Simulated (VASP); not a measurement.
Here is a VASP 6.6.1 calculation.

Contents of INCAR:

```
ALGO     = Normal         # electronic algorithm
EDIFF    = 1E-6           # SCF threshold, eV
ENCUT    = 520            # plane-wave cutoff, eV
GGA      = PE             # functional
ISIF     = 2              # what is computed and relaxed
ISMEAR   = 0              # smearing method
ISPIN    = 2              # spin polarisation
LASPH    = T              # aspherical terms in the spheres
LCHARG   = F              # write CHGCAR
LMAXMIX  = 4              # l up to which the mixer works
LORBIT   = 11             # projections on sites
LREAL    = F              # projectors in reciprocal space
LWAVE    = F              # write WAVECAR
MAGMOM   = 0 1 0 0 0 0 0 0 0 0 # initial moments
NBANDS   = 44             # bands
NELM     = 150            # most SCF steps
PREC     = Accurate       # precision mode
SIGMA    = 0.1            # smearing width, eV
```

KPOINTS

```
k-points
0
Gamma
  4 4 4
```

File POSCAR:

```
CaCuC4N4
1.0
    6.1008602900      0.0000000000      0.0000000000
    0.0000000000      6.1008602900      0.0000000000
    0.0000000000      0.0000000000      6.1008602900
Ca Cu C N
1 1 4 4
Direct
    0.0000000000      0.0000000000      0.0000000000
    0.5000000000      0.5000000000      0.5000000000
    0.1992997100      0.1992997100      0.1992997100
    0.1992997100      0.8007002900      0.8007002900
    0.8007002900      0.1992997100      0.8007002900
    0.8007002900      0.8007002900      0.1992997100
    0.3100217700      0.3100217700      0.3100217700
    0.3100217700      0.6899782300      0.6899782300
    0.6899782300      0.3100217700      0.6899782300
    0.6899782300      0.6899782300      0.3100217700
```

Potentials or basis: VASP PAW PBE potentials, release 64 (Ca_sv, Cu, C, N).

Command:

```console
$ cat potpaw_PBE.64/Ca_sv/POTCAR potpaw_PBE.64/Cu/POTCAR potpaw_PBE.64/C/POTCAR potpaw_PBE.64/N/POTCAR > POTCAR
$ mpirun -np 1 vasp_std > vasp.out
```

Question: Predict the net moment.

Answer: -1.00 μB per cell.

Question: Predict the largest force.

Answer: 3.814 eV/Å.

Question: Estimate the site moments.

Answer: Ca -0.02; Cu -0.62; C -0.03; N -0.04 μB.

Question: What does it give for the pressure?

Answer: 7.7 GPa.

Forces on the atoms (eV/Å):
```
Ca   0.000  0.000  0.000
Cu   0.000  0.000  0.000
C    2.202  2.202  2.202
C    2.202 -2.202 -2.202
C   -2.202  2.202 -2.202
C   -2.202 -2.202  2.202
N    0.595  0.595  0.595
N    0.595 -0.595 -0.595
N   -0.595  0.595 -0.595
N   -0.595 -0.595  0.595
```

Caveat: the cell stands under pressure; a cell with one magnetic atom can't hold antiferromagnetic order, which such compounds often take; forces of over 1 eV/Å act on the atoms, so gaps and moduli don't describe the material at rest.
